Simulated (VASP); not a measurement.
Wanted: the native input for a VASP 6.6.1 run.

| Item | Value |
| --- | --- |
| Task | density of states |
| Functional | PBE |
| Potentials or basis | VASP PAW PBE potentials, release 64 (Na_pv, F) |
| Cutoff | 520 eV |
| k mesh | 4 × 1 × 6 |
| Occupations | gaussian, width 0.1 eV |
| Spin | no spin polarisation |
| Dipole correction | no |
| k mesh for the DOS | 6 × 1 × 9 |
| Occupations for the DOS | gaussian |
| Further INCAR settings | ALGO = Normal; EDIFF = 1e-06; ISYM = 0 |

The system is NaF.

```
Na F
1.0
     0.00000    2.28589    2.28589
     2.28589    0.00000    2.28589
     2.28589    2.28589    0.00000
Na F
1 1
Direct
  0.04375 0.04375 0.95625
  0.50000 0.50000 0.50000
```

These files were run (other wordings do the same):

POSCAR

```
NaF
1.0
    0.0000000000      2.2858943317      2.2858943317
    2.2858943317      0.0000000000      2.2858943317
    2.2858943317      2.2858943317      0.0000000000
Na F
1 1
Direct
    0.0437465541      0.0437465541     -0.0437465541
    0.5000000000      0.5000000000      0.5000000000
```

INCAR.step1

```
SYSTEM = NaF
  PREC = Accurate
  ENCUT = 520
  EDIFF = 1E-6
  ISMEAR = 0
  SIGMA = 0.1
  LREAL = .False.
  LASPH = .True.
  NELM = 120
  ALGO = Normal
  ISIF = 2
  LWAVE = .False.
  LCHARG = .True.
  GGA = PE
  ISYM = 0
  NBANDS = 14
  GGA_COMPAT = .False.
  NEDOS = 2001
  LORBIT = 11
```

KPOINTS.step1

```
regular mesh
0
Gamma
  4 1 6
  0 0 0
```

INCAR.step2

```
SYSTEM = NaF
  PREC = Accurate
  ENCUT = 520
  EDIFF = 1E-6
  ISMEAR = 0
  SIGMA = 0.1
  LREAL = .False.
  LASPH = .True.
  NELM = 120
  ALGO = Normal
  ISIF = 2
  LWAVE = .False.
  LCHARG = .False.
  GGA = PE
  LORBIT = 10
  NEDOS = 1001
  ICHARG = 11
  ISYM = 0
  GGA_COMPAT = .False.
```

KPOINTS.step2

```
regular mesh
0
Gamma
  6 1 9
  0 0 0
```

Potentials or basis: VASP PAW PBE potentials, release 64 (Na_pv, F).

Command:

```bash
$ cat potpaw_PBE.64/Na_pv/POTCAR potpaw_PBE.64/F/POTCAR > POTCAR
$ cp INCAR.step1 INCAR
$ cp KPOINTS.step1 KPOINTS
$ mpirun -np 1 vasp_std > vasp.out
$ cp INCAR.step2 INCAR
$ cp KPOINTS.step2 KPOINTS
$ mpirun -np 1 vasp_std > vasp.out
```

It gave:

```json
{"Valence electrons inside the program's atomic spheres": "Na 6.06; F 6.15"}
```

Caveat: the k points lie up to 2.38 Å⁻¹ apart.

Run time: 5.5 s on 1 thread of Intel(R) Xeon(R) Platinum 8488C (Sapphire Rapids) (shared host), peak memory 0.13 GiB.
